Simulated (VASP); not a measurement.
Input of a VASP 6.6.1 run:

POSCAR

```
Cs
1.0
   -3.1074680189      3.1074680189      3.1074680189
    3.1074680189     -3.1074680189      3.1074680189
    3.1074680189      3.1074680189     -3.1074680189
Cs
1
Direct
    0.0000000000      0.0000000000      0.0000000000
```

INCAR.step1

```
SYSTEM = Cs
ALGO     = Normal         ! electronic algorithm
EDIFF    = 1E-4           ! SCF threshold, eV
ENCUT    = 520            ! plane-wave cutoff, eV
GGA      = PE             ! functional
ISMEAR   = -1             ! smearing method
LASPH    = .True.         ! aspherical terms in the spheres
LCHARG   = .False.        ! write CHGCAR
LREAL    = .False.        ! projectors in reciprocal space
LWAVE    = .True.         ! write WAVECAR
NBANDS   = 10             ! bands
NELM     = 80             ! most SCF steps
PREC     = Accurate       ! precision mode
SIGMA    = 0.05           ! smearing width, eV
```

INCAR.step2

```
SYSTEM = Cs
ALGO     = Normal         ! electronic algorithm
EDIFF    = 1E-6           ! SCF threshold, eV
ENCUT    = 520            ! plane-wave cutoff, eV
ISIF     = 2              ! what is computed and relaxed
ISMEAR   = -1             ! smearing method
ISTART   = 1            
LASPH    = .True.         ! aspherical terms in the spheres
LCHARG   = .False.        ! write CHGCAR
LMIXTAU  = .True.       
LREAL    = .False.        ! projectors in reciprocal space
LWAVE    = .False.        ! write WAVECAR
METAGGA  = R2SCAN         ! meta-GGA
NBANDS   = 10             ! bands
NELM     = 80             ! most SCF steps
PREC     = Accurate       ! precision mode
SIGMA    = 0.05           ! smearing width, eV
```

File KPOINTS:

```
k-points
0
Gamma
  6 6 6
  0 0 0
```

Potentials or basis: VASP PAW PBE potentials, release 64 (Cs_sv).

Launch:

```sh
$ cat potpaw_PBE.64/Cs_sv/POTCAR > POTCAR
$ cp INCAR.step1 INCAR
$ mpirun -np 1 vasp_std > vasp.out
$ cp INCAR.step2 INCAR
$ mpirun -np 1 vasp_std > vasp.out
```

Task: Predict the pressure.

Result: 0.1 GPa.

Task: What does it give for the band gap on the k mesh?

Result: Zero (an odd number of electrons rules out a gap without spin polarisation).

Caveat: the PAW data sets were made with another functional, which shifts forces and pressure a little; spin-orbit coupling is left out, which moves the levels of the heavy elements.
